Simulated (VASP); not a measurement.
# Ca8Se7 (a cell with a defect): single point with PBE

System: Ca8Se7 (a cell with a defect).

```
Ca Se
1.0
     0.00000    5.89530    5.89530
     5.89530    0.00000    5.89530
     5.89530    5.89530    0.00000
Ca Se
8 7
Direct
  0.99933 0.00112 0.99991
  0.99792 0.99948 0.50152
  0.99776 0.50273 0.99825
  0.99799 0.50290 0.50092
  0.50117 0.99972 0.99778
  0.50107 0.99951 0.50152
  0.50119 0.50272 0.99823
  0.49939 0.50113 0.49987
  0.24956 0.25109 0.24970
  0.24907 0.25139 0.74976
  0.24953 0.75136 0.24970
  0.24948 0.75109 0.74991
  0.74939 0.25112 0.25005
  0.74954 0.25136 0.74970
  0.74913 0.75132 0.24976
```

```yaml
Program: VASP 6.6.1
Task: single point
Functional: PBE
Potentials_or_basis: VASP PAW PBE potentials, release 64 (Ca_sv, Se)
Cutoff: 400 eV
k_mesh: 2 × 2 × 2
Occupations: fermi-dirac, width 0.05 eV
Spin: no spin polarisation
Dipole_correction: no
Further_INCAR_settings: ALGO = Normal; EDIFF = 1e-06; NBANDS = 74
```

The pressure is 1.1 GPa. The largest force is 0.017 eV/Å and the band gap on the k mesh is 0.28 eV.

Forces in eV/Å, atoms in the order of the input:
```
Ca   0.000  0.000  0.002
Ca   0.000 -0.002 -0.012
Ca   0.001 -0.013  0.002
Ca   0.017  0.002 -0.002
Ca  -0.010  0.001 -0.003
Ca   0.001  0.010 -0.001
Ca   0.002 -0.002  0.013
Ca   0.002 -0.001  0.000
Se   0.001 -0.001  0.001
Se  -0.004  0.004  0.002
Se  -0.003 -0.001 -0.004
Se   0.001  0.000 -0.001
Se  -0.004 -0.002  0.000
Se  -0.002  0.000 -0.003
Se  -0.003  0.004  0.004
```

Levels at points of the mesh, in eV from the valence-band top:
```csv
k point,band 59,band 60,band 61,band 62,band 63,band 64
"(0.00, 0.00, 0.00)",-2.05,-2.05,-0.73,0.28,0.28,0.28
"(0.50, 0.00, 0.00)",-2.51,-2.51,-0.07,0.75,1.50,1.50
"(0.00, 0.50, 0.00)",-2.51,-2.51,-0.07,0.75,1.50,1.50
"(0.00, 0.00, 0.50)",-2.51,-2.51,-0.07,0.75,1.50,1.50
"(0.50, 0.50, 0.50)",-2.51,-2.51,-0.07,0.75,1.50,1.50
"(0.50, 0.50, 0.00)",-2.45,-2.45,0.00,0.87,1.10,1.10
"(0.00, 0.50, 0.50)",-2.45,-2.45,0.00,0.87,1.10,1.10
"(0.50, 0.00, 0.50)",-2.45,-2.45,0.00,0.87,1.10,1.10
```

Wall time 4.9 min on 1 thread of Oxide Virtual Turin-like Processor, on a shared host, peak memory 0.39 GiB.

Caveat: the k points lie up to 0.46 Å⁻¹ apart.
